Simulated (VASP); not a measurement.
# HfN in VASP: further runs

The runs below take HfN through single point, with PBEsol.

Everything below comes from runs of VASP 6.6.1. Logs are shortened: lines on timing, memory, paths and dates and some standing lists are left out, and cuts for length are marked.

### 1 The cell of the first run

It takes space group Fm-3m (No. 225, cubic). The conventional cell has a = 4.600 Å, b = 4.600 Å, c = 4.600 Å, α = 90.00°, β = 90.00°, γ = 90.00°. Within 3.0 Å of Hf (site symmetry m-3m) lie 6 N at 2.30 Å. Within 3.0 Å of N (site symmetry m-3m) lie 6 Hf at 2.30 Å.

### 2 Single point, PBEsol (volume scaled by 1.06)

INCAR reads:

```
SYSTEM = HfN
  ALGO = Normal
  EDIFF = 1E-6
  ENCUT = 520
  GGA = PS
  ISIF = 2
  ISMEAR = -1
  LASPH = .TRUE.
  LCHARG = .FALSE.
  LREAL = .FALSE.
  LWAVE = .FALSE.
  NBANDS = 14
  NELM = 100
  PREC = Accurate
  SIGMA = 0.05
```

KPOINTS reads:

```
k-points
0
G
  10 10 10
  0 0 0
```

POSCAR reads:

```
HfN
1.0
    0.0000000000      2.3002465274      2.3002465274
    2.3002465274      0.0000000000      2.3002465274
    2.3002465274      2.3002465274      0.0000000000
Hf N
1 1
Direct
    0.0000000000      0.0000000000      0.0000000000
    0.5000000000      0.5000000000      0.5000000000
```

Potentials or basis: VASP PAW PBE potentials, release 64 (Hf_pv, N).

Started as:

```bash
$ cat potpaw_PBE.64/Hf_pv/POTCAR potpaw_PBE.64/N/POTCAR > POTCAR
$ mpirun -np 1 vasp_std > vasp.out
```

OUTCAR:

```text
SYSTEM = HfN
   EDIFF = 1E-6
   ENCUT = 520
   GGA = PS
   ISIF = 2
   ISMEAR = -1
   LASPH = .TRUE.
   LREAL = .FALSE.
   NELM = 100
   PREC = Accurate

 ion  position               nearest neighbor table
   1  0.000  0.000  0.000-   2 2.30   2 2.30   2 2.30   2 2.30   2 2.30   2 2.30
   2  0.500  0.500  0.500-   1 2.30   1 2.30   1 2.30   1 2.30   1 2.30   1 2.30

  LATTYP: Found a face centered cubic cell.
 ALAT       =     4.6004930548

  Lattice vectors:

 A1 = (   0.0000000000,   2.3002465274,   2.3002465274)
 A2 = (   2.3002465274,   0.0000000000,   2.3002465274)
 A3 = (   2.3002465274,   2.3002465274,   0.0000000000)

Analysis of symmetry for initial positions (statically):
=====================================================================
 Subroutine PRICEL returns:
 Original cell was already a primitive cell.

 Routine SETGRP: Setting up the symmetry group for a
 face centered cubic supercell.

 Subroutine GETGRP returns: Found 48 space group operations
 (whereof 48 operations were pure point group operations)
 out of a pool of 48 trial point group operations.

The static configuration has the point symmetry O_h .

Analysis of symmetry for dynamics (positions and initial velocities):
=====================================================================
 Subroutine PRICEL returns:
 Original cell was already a primitive cell.

 Routine SETGRP: Setting up the symmetry group for a
 face centered cubic supercell.

 Subroutine GETGRP returns: Found 48 space group operations
 (whereof 48 operations were pure point group operations)
 out of a pool of 48 trial point group operations.

The dynamic configuration has the point symmetry O_h .

 Subroutine INISYM returns: Found 48 space group operations
 (whereof 48 operations are pure point group operations),
 and found     1 'primitive' translations

----------------------------------------------------------------------------------------

                                     Primitive cell

  volume of cell :      24.3418

  direct lattice vectors                    reciprocal lattice vectors
     0.000000000  2.300246527  2.300246527    -0.217368006  0.217368006  0.217368006
     2.300246527  0.000000000  2.300246527     0.217368006 -0.217368006  0.217368006
     2.300246527  2.300246527  0.000000000     0.217368006  0.217368006 -0.217368006

  length of vectors
     3.253039836  3.253039836  3.253039836     0.376492430  0.376492430  0.376492430

  position of ions in fractional coordinates (direct lattice)
[... 83 lines left out ...]
   IBRION =     -1    ionic relax: 0-MD 1-quasi-New 2-CG
   NFREE  =      0    steps in history (QN), initial steepest desc. (CG)
   ISIF   =      2    stress and relaxation
   ISYM   =      2    0-nonsym 1-usesym 2-fastsym
   POTIM  = 0.5000    time-step for ionic-motion
   TEBEG  =    0.0;   TEEND  =   0.0 temperature during run
   PSTRESS=    0.0 pullay stress
   NELECT =      15.0000    total number of electrons
   NUPDOWN=      -1.0000    fix difference up-down
   EMIN   =  10.00;   EMAX   =-10.00  energy-range for DOS
   EFERMI =   0.00;   METHOD = LEGACY
   ISMEAR =    -1;   SIGMA  =   0.05  broadening in eV -4-tet -1-fermi 0-gaus
   EFERMI_NEDOS =   21; number of points for ismear=-14 and -15
   IALGO  =     38    algorithm
   IMIX   =      4    mixing-type and parameters
     AMIX     =   0.40;   BMIX     =  1.00
     AMIX_MAG =   1.60;   BMIX_MAG =  1.00
  volume/ion in A,a.u.               =      12.17        82.13
  Fermi-wavevector in a.u.,A,eV,Ry     =   1.393117  2.632609 26.405840  1.940774
  Thomas-Fermi vector in A             =   2.516794
   LORBIT       =      0    0 simple, 1 ext, 2 COOP (PROOUT), +10 PAW based schemes
   GGA     = PS    functional components
   LHFCALC =     F    Hartree Fock is set to
   AEXX    =    0.0000 exact exchange contribution
   IVDW    =     0    specifies the selected vdW correction
   LEPSILON=     F    determine dielectric tensor
   LRPA    =     F    only Hartree local field effects (RPA)
 non-spin polarized calculation
  energy-cutoff  :      520.00
  volume of cell :       24.34
 maximum number of plane-waves:       666
   NGX = 13   NGY = 13   NGZ = 13

 number of electron      15.0000000 magnetization

 Free energy of the ion-electron system (eV)
  ---------------------------------------------------
  ext. energy  EPLUGINS =         0.00000000
  ---------------------------------------------------
  free energy    TOTEN  =       -22.88745789 eV

  energy without entropy =      -22.88071966  energy(sigma->0) =      -22.88408878

 E-fermi :   7.7495     XC(G=0): -12.6120

 val. band max:        7.7014791292   @ k =  -0.4000   0.3000   0.0000
 cond. band min:       7.7660228532   @ k =  -0.1000   0.1000   0.0000
 fundamental gap:      0.0645437240
 Fermi energy:         7.7494955504

 k-point     1 :       0.0000    0.0000    0.0000
  band No.  band energies     occupation
      1     -23.5452      2.00000
      2     -23.5452      2.00000
      3     -23.5452      2.00000
      4      -9.3961      2.00000
      5       4.7997      2.00000
      6       4.7997      2.00000
      7       4.7997      2.00000
      8       7.3822      1.99871
      9       7.3822      1.99871
     10       7.3822      1.99871
     11       9.0286      0.00000
     12       9.5387      0.00000
     13       9.5387      0.00000
     14      17.1322      0.00000
[... 377 lines left out ...]
      1     -24.1018      2.00000
      2     -23.7646      2.00000
      3     -23.7409      2.00000
      4      -8.0679      2.00000
      5       1.2734      2.00000
      6       3.2515      2.00000
      7       3.7074      2.00000
      8       5.3696      2.00000
      9      11.5142      0.00000
     10      11.8755      0.00000
     11      12.1128      0.00000
     12      12.1397      0.00000
     13      16.2782      0.00000
     14      18.2760      0.00000

 [... further k-points ...]
[... 5 lines left out ...]
  --------------------------------------------------------------------------------------
  -------------------------------------------------------------------------------------
  Total       -2.7509127     -2.7509127     -2.7509127     -0.0000000     -0.0000000      0.0000000
  in kB     -181.0648897   -181.0648897   -181.0648897     -0.0000000     -0.0000000      0.0000000
  external PRESSURE =    -181.0648897 kB  Pullay stress =       0.0000000 kB

 VOLUME and BASIS-vectors are now :
 -----------------------------------------------------------------------------
  energy-cutoff  :      520.00
  volume of cell :       24.34
      direct lattice vectors                 reciprocal lattice vectors
     0.000000000  2.300246527  2.300246527    -0.217368006  0.217368006  0.217368006
     2.300246527  0.000000000  2.300246527     0.217368006 -0.217368006  0.217368006
     2.300246527  2.300246527  0.000000000     0.217368006  0.217368006 -0.217368006

 POSITION                                       TOTAL-FORCE (eV/Angst)
 -----------------------------------------------------------------------------------
      0.00000      0.00000      0.00000         0.000000      0.000000      0.000000
      2.30025      2.30025      2.30025         0.000000      0.000000      0.000000
 -----------------------------------------------------------------------------------
    total drift:                                0.000000     -0.000000     -0.000000

  FREE ENERGIE OF THE ION-ELECTRON SYSTEM (eV)
  ---------------------------------------------------
  free  energy   TOTEN  =       -22.8874578942 eV

  energy  without entropy=      -22.8807196613  energy(sigma->0) =      -22.88408878
```

OSZICAR:

```text
N       E                     dE             d eps       ncg     rms          rms(c)
DAV:   1     0.363846755243E+02    0.36385E+02   -0.78296E+03  1316   0.100E+03
DAV:   2    -0.236218161712E+02   -0.60006E+02   -0.55807E+02  1740   0.231E+02
DAV:   3    -0.256255378417E+02   -0.20037E+01   -0.19977E+01  1574   0.350E+01
DAV:   4    -0.256333070506E+02   -0.77692E-02   -0.77686E-02  1502   0.260E+00
DAV:   5    -0.256333588574E+02   -0.51807E-04   -0.51806E-04  1550   0.182E-01    0.451E+01
DAV:   6    -0.230401539471E+02    0.25932E+01   -0.74910E+00  1430   0.205E+01    0.386E+01
DAV:   7    -0.229259502528E+02    0.11420E+00   -0.46801E-01  1592   0.587E+00    0.248E+01
DAV:   8    -0.228949271865E+02    0.31023E-01   -0.15022E-01  1490   0.320E+00    0.559E+00
DAV:   9    -0.228875569439E+02    0.73702E-02   -0.18167E-02  1478   0.108E+00    0.198E+00
DAV:  10    -0.228874951812E+02    0.61763E-04   -0.96462E-04  1738   0.282E-01    0.491E-01
DAV:  11    -0.228874591465E+02    0.36035E-04   -0.68974E-05  1664   0.791E-02    0.944E-02
DAV:  12    -0.228874579350E+02    0.12116E-05   -0.75092E-06  1660   0.230E-02    0.615E-03
DAV:  13    -0.228874578942E+02    0.40765E-07   -0.11740E-07   874   0.331E-03
   1 F= -.22887458E+02 E0= -.22884089E+02  d E =-.673823E-02
```

stdout:

```text
POSCAR found type information on POSCAR HfN
 POSCAR found :  2 types and       2 ions
 scaLAPACK will be used
 -----------------------------------------------------------------------------
|                                                                             |
|                                                                             |
|     You enforced a specific xc type in the INCAR file but a different       |
|     I HOPE YOU KNOW WHAT YOU ARE DOING!                                     |
|                                                                             |
 -----------------------------------------------------------------------------

 LDA part: xc-table for (Slater+PW92), standard interpolation
 POSCAR, INCAR and KPOINTS ok, starting setup
 FFT: planning ... GRIDC
 FFT: planning ... GRID_SOFT
 FFT: planning ... GRID
 WAVECAR not read
 entering main loop
```

Wall time 7.1 s (1 thread of Intel Xeon Platinum 8488C (Sapphire Rapids), shared host); peak memory 0.14 GiB.

What came out:

```yaml
Free_energy: -22.8875 eV
Pressure: -18.1 GPa
```

Caveat: the PAW data sets were made with another functional, which shifts forces and pressure a little; spin-orbit coupling is left out, which moves the levels of the heavy elements.

### 3 Single point, PBEsol (atoms moved at random)

INCAR reads:

```
SYSTEM = HfN
PREC = Accurate ; ENCUT = 520
EDIFF = 1E-7 ; ISMEAR = -1
SIGMA = 0.05 ; LREAL = .False.
LASPH = .True. ; NELM = 80
ALGO = Normal ; ISIF = 2
LWAVE = .False. ; LCHARG = .True.
GGA = PS ; LELF = .True.
LVHAR = .True. ; NBANDS = 14
```

KPOINTS reads:

```
Automatic mesh
0
Gamma
  10 10 10
  0 0 0
```

POSCAR reads:

```
HfN
1.0
    0.0000000000      2.2560000000      2.2560000000
    2.2560000000      0.0000000000      2.2560000000
    2.2560000000      2.2560000000      0.0000000000
Hf N
1 1
Direct
    0.0255780000      0.0115180000     -0.0135500000
    0.4868130000      0.5028510000      0.5136500000
```

Potentials or basis: VASP PAW PBE potentials, release 64 (Hf_pv, N).

Started as:

```bash
$ cat potpaw_PBE.64/Hf_pv/POTCAR potpaw_PBE.64/N/POTCAR > POTCAR
$ mpirun -np 1 vasp_std > vasp.out
```

Run time: 60 s. Hardware: 1 thread of Intel Xeon Platinum 8488C (Sapphire Rapids), shared host; peak memory 0.27 GiB.

The run converged. Its results:

| Quantity | Value |
| --- | --- |
| Free energy | -22.9053 eV |
| Pressure | -2.2 GPa |
| Largest force | 1.373 eV/Å |

Forces on the atoms (eV/Å):
```
Hf   0.483 -0.303 -1.249
N   -0.483  0.303  1.249
```

Stress tensor (GPa, compression positive):
```
-3.28  0.09  0.47
 0.09 -3.65 -0.30
 0.47 -0.30  0.37
```

Levels at points of the mesh, in eV from the Fermi level:
| k point | band 3 | band 4 | band 5 | band 6 | band 7 | band 8 | band 9 | band 10 | band 11 | band 12 |
| --- | --- | --- | --- | --- | --- | --- | --- | --- | --- | --- |
| (0.00, 0.00, 0.00) | -31.07 | -17.51 | -3.28 | -3.25 | -3.21 | -0.40 | -0.20 | -0.12 | 1.77 | 1.97 |
| (0.50, 0.00, 0.00) | -31.16 | -14.75 | -8.94 | -6.26 | -6.25 | 3.18 | 3.65 | 3.74 | 4.51 | 8.72 |
| (0.00, 0.50, 0.00) | -31.16 | -14.72 | -8.96 | -6.22 | -6.18 | 3.23 | 3.50 | 3.68 | 4.40 | 8.60 |
| (0.00, 0.00, 0.50) | -31.16 | -14.74 | -8.95 | -6.24 | -6.21 | 3.18 | 3.60 | 3.71 | 4.44 | 8.66 |
| (0.50, 0.50, 0.50) | -31.16 | -14.73 | -8.96 | -6.23 | -6.19 | 3.20 | 3.55 | 3.70 | 4.42 | 8.63 |
| (0.50, 0.50, 0.00) | -31.38 | -16.38 | -5.41 | -4.18 | -3.72 | -3.42 | 4.11 | 5.50 | 5.53 | 5.53 |
| (0.00, 0.50, 0.50) | -31.38 | -16.38 | -5.44 | -4.61 | -3.74 | -2.95 | 4.14 | 5.51 | 5.53 | 5.55 |
| (0.50, 0.00, 0.50) | -31.38 | -16.38 | -5.44 | -4.64 | -3.75 | -2.91 | 4.15 | 5.51 | 5.54 | 5.55 |

Caveat: the cell differs from its parent crystal (atoms moved at random); the PAW data sets were made with another functional, which shifts forces and pressure a little; spin-orbit coupling is left out, which moves the levels of the heavy elements.
